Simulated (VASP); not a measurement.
# BAs (F-43m) in VASP: a series of runs

BAs is run at these levels: PBE-based global hybrid with 35 % exact exchange, PBE-based global hybrid with 50 % exact exchange; tasks: single point.

Program: VASP 6.6.1. These are calculated values, not measurements. Logs are shortened: lines on timing, memory, paths and dates and some standing lists are left out, and cuts for length are marked.

### Step 1. The cell of the first run

Symmetry: F-43m, No. 216, cubic system. Conventional cell: a = 4.777 Å, b = 4.777 Å, c = 4.777 Å, α = 90.00°, β = 90.00°, γ = 90.00°. Within 2.7 Å of As (site symmetry -43m) lie 4 B at 2.07 Å. Within 2.7 Å of B (site symmetry -43m) lie 4 As at 2.07 Å.

### Step 2. Single point, PBE-based global hybrid with 35 % exact exchange

Contents of POSCAR:

```
BAs
1.0
    0.0000000000      2.3885000000      2.3885000000
    2.3885000000      0.0000000000      2.3885000000
    2.3885000000      2.3885000000      0.0000000000
As B
1 1
Direct
    0.7500000000      0.7500000000      0.7500000000
    0.0000000000      0.0000000000      0.0000000000
```

Contents of INCAR.step1:

```
ALGO = Normal
EDIFF = 1E-5
ENCUT = 520
GGA = PE
ISIF = 2
ISMEAR = -1
LASPH = T
LCHARG = F
LREAL = F
LWAVE = T
NBANDS = 11
NELM = 100
PREC = Accurate
SIGMA = 0.05
```

Contents of INCAR.step2:

```
AEXX = 0.35
ALGO = Normal
EDIFF = 1E-6
ENCUT = 520
GGA = PE
ISIF = 2
ISMEAR = -1
ISTART = 1
LASPH = T
LCHARG = F
LHFCALC = T
LREAL = F
LWAVE = F
NBANDS = 11
NELM = 100
PREC = Accurate
PRECFOCK = Normal
SIGMA = 0.05
```

Contents of KPOINTS:

```
k-points
0
Gamma
  6 6 6
```

Potentials or basis: VASP PAW PBE potentials, release 64 (As, B).

Run with:

```console
cat potpaw_PBE.64/As/POTCAR potpaw_PBE.64/B/POTCAR > POTCAR
cp INCAR.step1 INCAR
mpirun -np 1 vasp_std > vasp.out
cp INCAR.step2 INCAR
mpirun -np 1 vasp_std > vasp.out
```

OUTCAR:

```text
AEXX = 0.35
   EDIFF = 1E-6
   ENCUT = 520
   GGA = PE
   ISIF = 2
   ISMEAR = -1
   ISTART = 1
   LASPH = T
   LHFCALC = T
   LREAL = F
   NELM = 100
   PREC = Accurate
   PRECFOCK = Normal

 ion  position               nearest neighbor table
   1  0.750  0.750  0.750-   2 2.07   2 2.07   2 2.07   2 2.07
   2  0.000  0.000  0.000-   1 2.07   1 2.07   1 2.07   1 2.07

  LATTYP: Found a face centered cubic cell.
 ALAT       =     4.7770000000

  Lattice vectors:

 A1 = (   0.0000000000,   2.3885000000,   2.3885000000)
 A2 = (   2.3885000000,   0.0000000000,   2.3885000000)
 A3 = (   2.3885000000,   2.3885000000,   0.0000000000)

Analysis of symmetry for initial positions (statically):
=====================================================================
 Subroutine PRICEL returns:
 Original cell was already a primitive cell.

 Routine SETGRP: Setting up the symmetry group for a
 face centered cubic supercell.

 Subroutine GETGRP returns: Found 24 space group operations
 (whereof 24 operations were pure point group operations)
 out of a pool of 48 trial point group operations.

The static configuration has the point symmetry T_d .

Analysis of symmetry for dynamics (positions and initial velocities):
=====================================================================
 Subroutine PRICEL returns:
 Original cell was already a primitive cell.

 Routine SETGRP: Setting up the symmetry group for a
 face centered cubic supercell.

 Subroutine GETGRP returns: Found 24 space group operations
 (whereof 24 operations were pure point group operations)
 out of a pool of 48 trial point group operations.

The dynamic configuration has the point symmetry T_d .

 Subroutine INISYM returns: Found 24 space group operations
 (whereof 24 operations are pure point group operations),
 and found     1 'primitive' translations

----------------------------------------------------------------------------------------

                                     Primitive cell

  volume of cell :      27.2525

  direct lattice vectors                    reciprocal lattice vectors
     0.000000000  2.388500000  2.388500000    -0.209336404  0.209336404  0.209336404
     2.388500000  0.000000000  2.388500000     0.209336404 -0.209336404  0.209336404
     2.388500000  2.388500000  0.000000000     0.209336404  0.209336404 -0.209336404

  length of vectors
[... 88 lines left out ...]
   ISMEAR =    -1;   SIGMA  =   0.05  broadening in eV -4-tet -1-fermi 0-gaus
   EFERMI_NEDOS =   21; number of points for ismear=-14 and -15
   IALGO  =     38    algorithm
   IMIX   =      1    mixing-type and parameters
     AMIX     =   0.40;   BMIX     =  1.00
     AMIX_MAG =   1.60;   BMIX_MAG =  1.00
  volume/ion in A,a.u.               =      13.63        91.95
  Fermi-wavevector in a.u.,A,eV,Ry     =   1.088018  2.056057 16.106360  1.183784
  Thomas-Fermi vector in A             =   2.224191
   LORBIT       =      0    0 simple, 1 ext, 2 COOP (PROOUT), +10 PAW based schemes
   GGA     = PE    functional components
   LHFCALC =     T    Hartree Fock is set to
   PRECFOCK=normal    Normal, Fast or Accurate (Low or Medium for compatibility)
   ENCUT4O =  -1.0   cutoff for four orbital integrals eV
   NKREDX  =     1    reduce k-point grid by
   NKREDY  =     1    reduce k-point grid by
   NKREDZ  =     1    reduce k-point grid by
   AEXX    =    0.3500 exact exchange contribution
   HFSCREEN=    0.0000 screening length (either q_TF or 0.3 A-1)
   HFSCREENC=   0.0000 screening length for correlation (either q_TF or 0.3 A-1)
   ENCUTFOCK=  -1.0 apply spherical cutoff to Coloumb kernel
   IVDW    =     0    specifies the selected vdW correction
   LEPSILON=     F    determine dielectric tensor
   LRPA    =     F    only Hartree local field effects (RPA)
 non-spin polarized calculation
  energy-cutoff  :      520.00
  volume of cell :       27.25
 maximum number of plane-waves:       754
 NGX is ok and might be reduce to    28
  NGX = 20; NGY = 20; NGZ = 20

 number of electron       8.0000000 magnetization

 Free energy of the ion-electron system (eV)
  ---------------------------------------------------
  ext. energy  EPLUGINS =         0.00000000
  ---------------------------------------------------
  free energy    TOTEN  =       -15.31683241 eV

  energy without entropy =      -15.31683241  energy(sigma->0) =      -15.31683241

 E-fermi :   6.1304     XC(G=0):  -7.4718

 val. band max:        5.0401807153   @ k =   0.0000   0.0000   0.0000
 cond. band min:       8.2627357566   @ k =   0.3333   0.3333   0.0000
 fundamental gap:      3.2225550413
 Fermi energy:         6.1303790938

 k-point     1 :       0.0000    0.0000    0.0000
  band No.  band energies     occupation
      1     -12.6328      2.00000
      2       5.0402      2.00000
      3       5.0402      2.00000
      4       5.0402      2.00000
      5      10.5039      0.00000
      6      10.5039      0.00000
      7      10.5039      0.00000
      8      12.4387      0.00000
      9      17.1148      0.00000
     10      20.5922      0.00000
     11      20.5922      0.00000
[... 197 lines left out ...]
 k-point    16 :      -0.3333    0.5000    0.1667
  band No.  band energies     occupation
      1      -7.5836      2.00000
      2      -4.5570      2.00000
      3      -0.8089      2.00000
      4      -0.5896      2.00000
      5      10.9987      0.00000
      6      11.3101      0.00000
      7      16.5143      0.00000
      8      16.7503      0.00000
      9      20.5311      0.00000
     10      23.8551      0.00000
     11      23.8692      0.00000

------------------------ aborting loop because EDIFF is reached ----------------------------------------

  FORCE on cell =-STRESS in cart. coord.  units (eV):
  Direction    XX          YY          ZZ          XY          YZ          ZX
  --------------------------------------------------------------------------------------
  -------------------------------------------------------------------------------------
  Total       -0.3917626     -0.3917626     -0.3917626      0.0000000      0.0000000      0.0000000
  in kB      -23.0317998    -23.0317998    -23.0317998      0.0000000      0.0000000      0.0000000
  external PRESSURE =     -23.0317998 kB  Pullay stress =       0.0000000 kB

 VOLUME and BASIS-vectors are now :
 -----------------------------------------------------------------------------
  energy-cutoff  :      520.00
  volume of cell :       27.25
      direct lattice vectors                 reciprocal lattice vectors
     0.000000000  2.388500000  2.388500000    -0.209336404  0.209336404  0.209336404
     2.388500000  0.000000000  2.388500000     0.209336404 -0.209336404  0.209336404
     2.388500000  2.388500000  0.000000000     0.209336404  0.209336404 -0.209336404

 POSITION                                       TOTAL-FORCE (eV/Angst)
 -----------------------------------------------------------------------------------
      3.58275      3.58275      3.58275        -0.000000     -0.000000     -0.000000
      0.00000      0.00000      0.00000         0.000000      0.000000      0.000000
 -----------------------------------------------------------------------------------
    total drift:                                0.000000      0.000000      0.000000

  FREE ENERGIE OF THE ION-ELECTRON SYSTEM (eV)
  ---------------------------------------------------
  free  energy   TOTEN  =       -15.3168324125 eV

  energy  without entropy=      -15.3168324124  energy(sigma->0) =      -15.31683241
```

OSZICAR.step1:

```text
N       E                     dE             d eps       ncg     rms          rms(c)
DAV:   1     0.115967475434E+02    0.11597E+02   -0.35003E+03   352   0.628E+02
DAV:   2    -0.113178204759E+02   -0.22915E+02   -0.21844E+02   450   0.105E+02
DAV:   3    -0.120300724812E+02   -0.71225E+00   -0.71111E+00   445   0.170E+01
DAV:   4    -0.120321770220E+02   -0.21045E-02   -0.21044E-02   381   0.104E+00
DAV:   5    -0.120321804161E+02   -0.33941E-05   -0.33941E-05   414   0.448E-02    0.494E+00
DAV:   6    -0.114542483290E+02    0.57793E+00   -0.15932E+00   376   0.513E+00    0.240E+00
DAV:   7    -0.113940315113E+02    0.60217E-01   -0.19382E-01   412   0.216E+00    0.988E-01
DAV:   8    -0.113871711994E+02    0.68603E-02   -0.20612E-02   391   0.818E-01    0.989E-02
DAV:   9    -0.113874867319E+02   -0.31553E-03   -0.78159E-04   403   0.161E-01    0.590E-02
DAV:  10    -0.113876470960E+02   -0.16036E-03   -0.19663E-04   369   0.858E-02    0.121E-02
DAV:  11    -0.113876528498E+02   -0.57538E-05   -0.52363E-06   394   0.154E-02
   1 F= -.11387653E+02 E0= -.11387653E+02  d E =-.164764E-06
```

Wall time 12 min (1 thread of Intel Xeon Platinum 8259CL at 2.50GHz (Skylake/Cascade Lake), shared host); peak memory 0.17 GiB.

Results:

| Property | Result |
| --- | --- |
| Free energy | -15.3168 eV |
| Pressure | -2.3 GPa |
| Band gap on the k mesh | 3.22 eV (least direct gap 5.46 eV) |

Levels at points of the mesh, in eV from the valence-band top:
```
           k point  band 2  band 3  band 4  band 5  band 6  band 7
(0.00, 0.00, 0.00)    0.00    0.00    0.00    5.46    5.46    5.46
(0.50, 0.00, 0.00)  -10.15   -2.08   -2.08    4.93    7.10    7.10
(0.50, 0.50, 0.00)   -9.95   -4.66   -4.66    3.36    3.44   14.65
```

Caveat: the PAW data sets were made with another functional, which shifts forces and pressure a little.

### Step 3. Single point, PBE-based global hybrid with 50 % exact exchange

POSCAR is that of step 2.

Contents of INCAR.step1:

```
SYSTEM = BAs
PREC     = Accurate       ! precision mode
ENCUT    = 520            ! plane-wave cutoff, eV
EDIFF    = 1E-5           ! SCF threshold, eV
ISMEAR   = -1             ! smearing method
SIGMA    = 0.05           ! smearing width, eV
LREAL    = .False.        ! projectors in reciprocal space
LASPH    = .True.         ! aspherical terms in the spheres
NELM     = 100            ! most SCF steps
ALGO     = Normal         ! electronic algorithm
ISIF     = 2              ! what is computed and relaxed
LWAVE    = .True.         ! write WAVECAR
LCHARG   = .False.        ! write CHGCAR
NBANDS   = 11             ! bands
GGA      = PE             ! functional
```

Contents of INCAR.step2:

```
SYSTEM = BAs
PREC     = Accurate       ! precision mode
ENCUT    = 520            ! plane-wave cutoff, eV
EDIFF    = 1E-6           ! SCF threshold, eV
ISMEAR   = -1             ! smearing method
SIGMA    = 0.05           ! smearing width, eV
LREAL    = .False.        ! projectors in reciprocal space
LASPH    = .True.         ! aspherical terms in the spheres
NELM     = 100            ! most SCF steps
ALGO     = Normal         ! electronic algorithm
ISIF     = 2              ! what is computed and relaxed
LWAVE    = .False.        ! write WAVECAR
LCHARG   = .False.        ! write CHGCAR
GGA      = PE             ! functional
LHFCALC  = .True.         ! exact exchange
AEXX     = 0.5            ! exact-exchange fraction
PRECFOCK = Normal       
NBANDS   = 11             ! bands
ISTART   = 1
```

Contents of KPOINTS:

```
regular mesh
0
Gamma
  6 6 6
  0 0 0
```

Potentials or basis: VASP PAW PBE potentials, release 64 (As, B).

Run with:

```console
cat potpaw_PBE.64/As/POTCAR potpaw_PBE.64/B/POTCAR > POTCAR
cp INCAR.step1 INCAR
mpirun -np 1 vasp_std > vasp.out
cp INCAR.step2 INCAR
mpirun -np 1 vasp_std > vasp.out
```

Run time: 11 min. Hardware: 1 thread of Intel Xeon Platinum 8259CL at 2.50GHz (Skylake/Cascade Lake), shared host; peak memory 0.17 GiB.

Results (log left out):

* Free energy: -17.0613 eV
* Pressure: -4.6 GPa
* Band gap on the k mesh: 4.11 eV (least direct gap 6.46 eV)

Levels at points of the mesh, in eV from the valence-band top:
| k point | band 1 | band 2 | band 3 | band 4 | band 5 | band 6 | band 7 | band 8 | band 9 |
| --- | --- | --- | --- | --- | --- | --- | --- | --- | --- |
| (0.00, 0.00, 0.00) | -18.61 | 0.00 | 0.00 | 0.00 | 6.46 | 6.46 | 6.46 | 8.63 | 13.18 |
| (0.50, 0.00, 0.00) | -15.10 | -10.70 | -2.18 | -2.18 | 5.95 | 8.13 | 8.13 | 12.68 | 17.01 |
| (0.50, 0.50, 0.00) | -13.40 | -10.53 | -4.89 | -4.89 | 4.23 | 4.34 | 16.10 | 16.10 | 17.59 |

Caveat: the cell stands under tension; the PAW data sets were made with another functional, which shifts forces and pressure a little.
